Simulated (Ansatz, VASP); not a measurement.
**HgSe: VASP beside Ansatz**

The input POSCAR:

```
HgSe
1.0
    0.0000000000      3.0359996146      3.0359996146
    3.0359996146      0.0000000000      3.0359996146
    3.0359996146      3.0359996146      0.0000000000
Hg Se
1 1
Direct
    0.0000000000      0.0000000000      0.0000000000
    0.7500000000      0.7500000000      0.7500000000
```

INCAR.step1

```
ALGO = Normal
EDIFF = 1E-5
ENCUT = 400
GGA = PE
GGA_COMPAT = F
ISIF = 2
ISMEAR = 0
LASPH = T
LCHARG = F
LREAL = F
LWAVE = T
NBANDS = 16
NELM = 120
PREC = Accurate
SIGMA = 0.05
```

INCAR.step2

```
AEXX = 0.05
ALGO = Normal
EDIFF = 1E-6
ENCUT = 400
GGA = PE
GGA_COMPAT = F
ISIF = 2
ISMEAR = 0
ISTART = 1
LASPH = T
LCHARG = F
LHFCALC = T
LREAL = F
LWAVE = F
NBANDS = 16
NELM = 120
PREC = Accurate
PRECFOCK = Normal
SIGMA = 0.05
```

KPOINTS

```
k-points
0
Gamma
  6 6 6
```

Input for Ansatz:

```yaml
crystal:
  lattice:
    - [0.0, 3.0359996146, 3.0359996146]
    - [3.0359996146, 0.0, 3.0359996146]
    - [3.0359996146, 3.0359996146, 0.0]
  atoms:
    - { symbol: Hg, position: [0.0, 0.0, 0.0] }
    - { symbol: Se, position: [0.75, 0.75, 0.75] }
basis:
  ecutwfc: 420
  ecutrho_ratio: 4
kpoints:
  mp_grid: { grid: [6, 6, 6] }
hamiltonian:
  xc: { exchange: pbe, correlation: pbe, exx: { coeff: 0.05 } }
scf:
  occupations: { method: gaussian, width: 0.05 }
  n_extra_bands: 9
output:
  forces: true
  stress: true
  eigenvalues: true
  populations: true
  dos: { projected: true, de: 0.02 }
  write_density: true
  write_potential: true
  elf: true
  volumetric_format: npy
```

Alike in both runs: task single point; functional PBE-based global hybrid; k mesh 6 × 6 × 6; occupations gaussian, width 0.05 eV; no spin polarisation.

|  | VASP | Ansatz |
| --- | --- | --- |
| version | VASP 6.6.1 | Ansatz 0.2.0 |
| potentials or method | VASP PAW PBE potentials, release 64 (Hg, Se), cutoff 400 eV | scalar-relativistic, plane waves, PAW |
| valence electrons in the cell | 18 | 36 |

```csv
,VASP,Ansatz,Ansatz less VASP
gap on the k mesh at the Fermi level (eV),none,none,-
pressure (GPa),4.8,4.5,-0.25
```

VASP's potentials were made for PBE, not for PBE-based global hybrid. A gap of «none» marks a metal or a gap that the smearing closes. VASP's potentials hold 18 valence electrons a cell and Ansatz's 36, so a difference there can come from the potentials and not from the codes. Ansatz's warnings: filled band counts differ across k points, stress exchange threshold loose, stress scf threshold loose.

Spin-orbit coupling is off throughout.
